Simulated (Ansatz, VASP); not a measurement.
# One calculation of SrO, two programs

INCAR

```
SYSTEM = SrO
  ALGO = Normal
  EDIFF = 1E-6
  ENCUT = 520
  GGA = PE
  ISIF = 2
  ISMEAR = -1
  LASPH = .TRUE.
  LCHARG = .FALSE.
  LREAL = .FALSE.
  LWAVE = .FALSE.
  NBANDS = 15
  NELM = 60
  PREC = Accurate
  SIGMA = 0.02
```

Contents of KPOINTS:

```
k-points
0
G
  8 8 8
  0 0 0
```

POSCAR

```
SrO
1.0
    0.0445461413      2.6244384936      2.6244384936
    2.6244384936      0.0445461413      2.6244384936
    2.6244384936      2.6244384936      0.0445461413
Sr O
1 1
Direct
    0.0000000000      0.0000000000      0.0000000000
    0.5000000000      0.5000000000      0.5000000000
```

Input for Ansatz:

```yaml
crystal:
  lattice:
    - [0.0445461413, 2.6244384936, 2.6244384936]
    - [2.6244384936, 0.0445461413, 2.6244384936]
    - [2.6244384936, 2.6244384936, 0.0445461413]
  atoms:
    - { symbol: Sr, position: [0.0, 0.0, 0.0] }
    - { symbol: O, position: [0.5, 0.5, 0.5] }
kpoints:
  mp_grid: { grid: [8, 8, 8] }
  band_path:
    path:
      - [0.0, 0.0, 0.0]
      - [0.5, 0.0, 0.5]
      - [0.625, 0.25, 0.625]
      - [0.375, 0.375, 0.75]
      - [0.5, 0.5, 0.5]
      - [0.5, 0.25, 0.75]
    npoints: 1
hamiltonian:
  xc: pbe
scf:
  occupations: { method: fermi_dirac, width: 0.02 }
  n_extra_bands: 4
output:
  forces: true
  stress: true
  eigenvalues: true
  write_density: true
  write_potential: true
  elf: true
  volumetric_format: npy
```

Change from the starting cell: shear_111 strain +2.6%.

Alike in both runs: task single point; functional PBE; k mesh 8 × 8 × 8; occupations fermi-dirac, width 0.02 eV; no spin polarisation.

|  | VASP | Ansatz |
| --- | --- | --- |
| version | VASP 6.6.1 | Ansatz 0.2.0 |
| potentials or method | VASP PAW PBE potentials, release 64 (Sr_sv, O) | plane waves, PAW |
| plane-wave cutoff (eV) | 520 | 420 |
| valence electrons in the cell | 16 | 16 |

VASP gave:

```
gap on the k mesh at the Fermi level (eV)                     : 3.26
pressure (GPa)                                                : 0.0
traceless stress, the component that is largest in VASP (GPa) : -0.97
```

Q: Estimate Ansatz's values.

A: gap on the k mesh at the Fermi level (eV): 3.30; pressure (GPa): -0.5; traceless stress, the component that is largest in VASP (GPa): -0.97.
